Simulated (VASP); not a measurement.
Input of a VASP 6.6.1 run:

File INCAR:

```
SYSTEM = MnO
PREC = Accurate
ENCUT = 520
EDIFF = 1E-7
ISMEAR = -1
SIGMA = 0.05
LREAL = .FALSE.
LASPH = .TRUE.
NELM = 150
ALGO = Normal
ISIF = 2
LWAVE = .FALSE.
LCHARG = .FALSE.
ISPIN = 2
MAGMOM = 4.5 4.5 0 0
LORBIT = 11
LMAXMIX = 4
GGA = PE
NBANDS = 31
```

File KPOINTS:

```
regular mesh
0
G
  9 9 5
  0 0 0
```

The input POSCAR:

```
MnO
1.0
    3.3717000000      0.0000000000      0.0000000000
   -1.6858500000      2.9199778500      0.0000000000
    0.0000000000      0.0000000000      5.3855000000
Mn O
2 2
Direct
    0.3333333300      0.6666666700      0.0109600000
    0.6666666700      0.3333333300      0.5109600000
    0.3333333300      0.6666666700      0.3754700000
    0.6666666700      0.3333333300      0.8754700000
```

Potentials or basis: VASP PAW PBE potentials, release 64 (Mn_pv, O).

Command:

```sh
$ cat potpaw_PBE.64/Mn_pv/POTCAR potpaw_PBE.64/O/POTCAR > POTCAR
$ mpirun -np 1 vasp_std > vasp.out
```

Q: Predict the net moment.

A: 9.99 μB per cell.

Q: What does it give for the largest force?

A: 0.663 eV/Å.

Stress tensor (GPa, compression positive):
```
 3.75  0.00  0.00
 0.00  3.75  0.00
 0.00  0.00 12.07
```

Caveat: the stress differs along the axes, from 4 to 12 GPa; the run started ferromagnetic, and an antiferromagnetic order may lie lower in energy.
